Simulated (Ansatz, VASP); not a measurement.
AlNi: VASP beside Ansatz

INCAR

```
SYSTEM = AlNi
PREC = Accurate
ENCUT = 520
EDIFF = 1E-7
ISMEAR = 0
SIGMA = 0.15
LREAL = .FALSE.
LASPH = .TRUE.
NELM = 100
ALGO = Fast
ISIF = 2
LWAVE = .FALSE.
LCHARG = .TRUE.
GGA = PE
LELF = .TRUE.
LVHAR = .TRUE.
NBANDS = 28
```

KPOINTS

```
regular mesh
0
G
  20 20 7
  0 0 0
```

The input POSCAR:

```
AlNi
1.0
    0.0000000000     -2.8930835334      0.0000000000
    0.0000000000      0.0000000000     -2.8930835334
    8.6792506003     -0.8679250600      0.0000000000
Al Ni
3 3
Direct
   -0.2749950000      1.0000000000      0.9166500000
   -0.0749950000      1.0000000000      0.2499833333
   -0.1749950000      1.0000000000      0.5833166667
    0.4750050000      0.5000000000      0.0833166667
    0.3750050000      0.5000000000      0.4166500000
    0.2750050000      0.5000000000      0.7499833333
```

Input for Ansatz:

```yaml
crystal:
  lattice:
    - [0.0, -2.8930835334, 0.0]
    - [0.0, 0.0, -2.8930835334]
    - [8.6792506003, -0.86792506, 0.0]
  atoms:
    - { symbol: Al, position: [-0.274995, 1.0, 0.91665] }
    - { symbol: Al, position: [-0.074995, 1.0, 0.2499833333] }
    - { symbol: Al, position: [-0.174995, 1.0, 0.5833166667] }
    - { symbol: Ni, position: [0.475005, 0.5, 0.0833166667] }
    - { symbol: Ni, position: [0.375005, 0.5, 0.41665] }
    - { symbol: Ni, position: [0.275005, 0.5, 0.7499833333] }
basis:
  ecutwfc: 420
kpoints:
  mp_grid: { grid: [20, 20, 7] }
hamiltonian:
  xc: pbe
scf:
  occupations: { method: gaussian, width: 0.15 }
output:
  forces: true
  stress: true
  eigenvalues: true
```

Alike in both runs: task single point; functional PBE; k mesh 20 × 20 × 7; occupations gaussian, width 0.15 eV; no spin polarisation.

```csv
,VASP,Ansatz
version,VASP 6.6.1,Ansatz 0.2.0
potentials or method,"VASP PAW PBE potentials, release 64 (Al, Ni), cutoff 520 eV","scalar-relativistic, plane waves, PAW"
valence electrons in the cell,39,63
```

```tsv
	VASP	Ansatz	Ansatz less VASP
gap on the k mesh at the Fermi level (eV)	none	none	-
pressure (GPa)	6.3	6.4	+0.10
traceless stress, the component that is largest in VASP (GPa)	7.52	7.54	+0.019
rms of the force components (eV/Å)	1.137	1.135	-0.0022
```

Atom by atom the forces differ by 0.003 eV/Å (rms over components). A gap of «none» marks a metal or a gap that the smearing closes. The functional is the same, so the differences come from potentials, cutoffs and numerics. VASP's potentials hold 39 valence electrons a cell and Ansatz's 63, so a difference there can come from the potentials and not from the codes.
